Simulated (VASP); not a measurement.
ZrPb2O5, 8 atoms in the cell. It takes space group P6/mmm (No. 191, hexagonal). The conventional cell has a = 5.858 Å, b = 5.858 Å, c = 4.876 Å, α = 90.00°, β = 90.00°, γ = 120.00°. Within 2.4 Å of Zr (site symmetry 6/mmm) lie 2 O at 1.81 Å. Within 3.9 Å of Pb (site symmetry -6m2) lie 12 O at 2.97 to 3.84 Å and 3 Zr at 3.38 Å and 3 Pb at 3.38 Å. Within 1.7 Å of O (site symmetry 6mm) lie 1 O at 1.26 Å. O (site symmetry mmm) has 8 O at 2.93 to 3.00 Å and 4 Pb at 2.97 Å and 4 Zr at 3.81 Å within 3.9 Å. 

```yaml
Program: VASP 6.6.1
Task: single point
Functional: PBE
Potentials_or_basis: VASP PAW PBE potentials, release 64 (Zr_sv, Pb_d, O)
Cutoff: 520 eV
k_mesh: 3 × 3 × 2
Occupations: gaussian, width 0.15 eV
Spin: no spin polarisation
Dipole_correction: no
Further_INCAR_settings: ALGO = Normal; EDIFF = 1e-06; NBANDS = 45
```

Potentials or basis: VASP PAW PBE potentials, release 64 (Zr_sv, Pb_d, O).

Launch:

```console
$ cat potpaw_PBE.64/Zr_sv/POTCAR potpaw_PBE.64/Pb_d/POTCAR potpaw_PBE.64/O/POTCAR > POTCAR
$ mpirun -np 1 vasp_std > vasp.out
```

Hardware: 1 thread of AMD EPYC 7R43 64-Core Processor (Zen 3), with other jobs on the host.

Problem. Estimate the wall time of this run.

Solution. It took 95 s on 1 thread of AMD EPYC 7R43 64-Core Processor (Zen 3), on a shared host, peak memory 0.25 GiB. Counts: scf iterations 17, k points 6.
